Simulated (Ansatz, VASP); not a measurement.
# Two plane-wave programs on TaN

```xyz
2
Lattice="0.0000 2.2087 2.2087 2.2087 0.0000 2.2087 2.2087 2.2087 0.0000" Properties=species:S:1:pos:R:3 pbc="T T T"
Ta    2.2087    2.2087    2.2087
N     0.0000    0.0000    0.0000
```

Alike in both runs: functional PBE; k mesh 16 × 16 × 16; occupations gaussian, width 0.1 eV; no spin polarisation.

Ansatz relaxed the structure, and its values are those at the end. VASP's run is a single point on that final structure, the one shown.

```csv
,VASP,Ansatz
version,VASP 6.6.1,Ansatz 0.2.0
potentials or method,"VASP PAW PBE potentials, release 64 (Ta_pv, N), cutoff 520 eV","scalar-relativistic, plane waves, PAW"
valence electrons in the cell,16,18
```

|  | VASP | Ansatz | Ansatz less VASP |
| --- | --- | --- | --- |
| gap on the k mesh at the Fermi level (eV) | none | none | - |
| pressure (GPa) | 0.8 | 0.0 | -0.78 |

A gap of «none» marks a metal or a gap that the smearing closes. VASP's potentials hold 16 valence electrons a cell and Ansatz's 18, so a difference there can come from the potentials and not from the codes.

Neither program's run includes spin-orbit coupling.
